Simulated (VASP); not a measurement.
Fe:

```
Fe
1.0
    -1.46199    1.46199    1.46199
     1.46199   -1.46199    1.46199
     1.46199    1.46199   -1.46199
Fe
1
Direct
  0.00000 0.00000 0.00000
```

Base run:

```yaml
Program: VASP 6.6.1
Functional: b88 exchange, pbe correlation
Potentials_or_basis: VASP PAW PBE potentials, release 64 (Fe)
Cutoff: 600 eV
k_mesh: 13 × 13 × 13
Occupations: fermi-dirac, width 0.05 eV
Spin: collinear spin, ferromagnetic start
Starting_moments: "[3.0] μB"
```

Its results: pressure -12.9 GPa; net moment 2.43 μB per cell; site moments Fe +2.44 μB.

After a change of settings the same cell gave: pressure -20.1 GPa; net moment 2.44 μB per cell; site moments Fe +2.44 μB. Which change was it?
A. functional from b88 exchange, pbe correlation to BLYP; cutoff from 600 eV to 520 eV; dispersion from none to D4
B. functional from b88 exchange, pbe correlation to HF; cutoff from 600 eV to 520 eV; k mesh from 13 × 13 × 13 to 7 × 7 × 7
C. functional from b88 exchange, pbe correlation to r2SCAN; cutoff from 600 eV to 520 eV; dispersion from none to D4
D. functional from b88 exchange, pbe correlation to PBEsol; cutoff from 600 eV to 520 eV

D.

Caveats: the cell stands under tension; the PAW data sets were made with another functional, which shifts forces and pressure a little.
